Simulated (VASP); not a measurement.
**ZrS2: single point with PBE**

ZrS2:

```
Zr S
1.0
     3.68292    0.00000    0.00000
    -1.84146    3.18951    0.00000
     0.00000    0.00000    6.56331
Zr S
1 2
Direct
  0.00000 0.00000 0.00000
  0.66667 0.33333 0.77921
  0.33333 0.66667 0.22079
```

This cell differs from its parent crystal: volume scaled by 0.97, then relaxed in part.

| Quantity | Value |
| --- | --- |
| Program | VASP 6.6.1 |
| Task | single point |
| Functional | PBE |
| Potentials or basis | VASP PAW PBE potentials, release 64 (Zr_sv, S) |
| Cutoff | 500 eV |
| k mesh | 12 × 12 × 4 |
| Occupations | gaussian, width 0.02 eV |
| Spin | no spin polarisation |

```json
{"Pressure": "0.1 GPa", "Largest force": "0.007 eV/Å", "Band gap on the k mesh": "1.11 eV, indirect (least direct gap 1.69 eV)"}
```

Forces in eV/Å, atoms in the order of the input:
```
Zr   0.000  0.000  0.000
S    0.000  0.000 -0.007
S    0.000  0.000  0.007
```

Levels at points of the mesh, in eV from the valence-band top:
```csv
k point,band 8,band 9,band 10,band 11,band 12,band 13,band 14,band 15,band 16,band 17
"(0.00, 0.00, 0.00)",-2.61,-2.61,-0.31,0.00,0.00,1.69,1.69,2.48,5.16,5.16
"(0.50, 0.00, 0.00)",-2.59,-2.36,-2.23,-1.36,-0.98,1.24,3.36,3.65,5.66,6.10
"(0.00, 0.00, 0.50)",-2.61,-2.61,-1.24,-0.03,-0.03,1.68,1.68,2.78,5.28,5.28
"(0.50, 0.00, 0.50)",-2.81,-2.40,-2.17,-0.92,-0.90,1.11,3.36,3.64,5.48,6.07
```

It took 50 s on 1 thread of Intel(R) Xeon(R) Platinum 8559C (Emerald Rapids), with other jobs on the host, peak memory 0.23 GiB.

Caveat: this functional lacks dispersion, which binds the layers, so the pressure and a relaxed spacing across them are unreliable. A k mesh can miss the band edges.
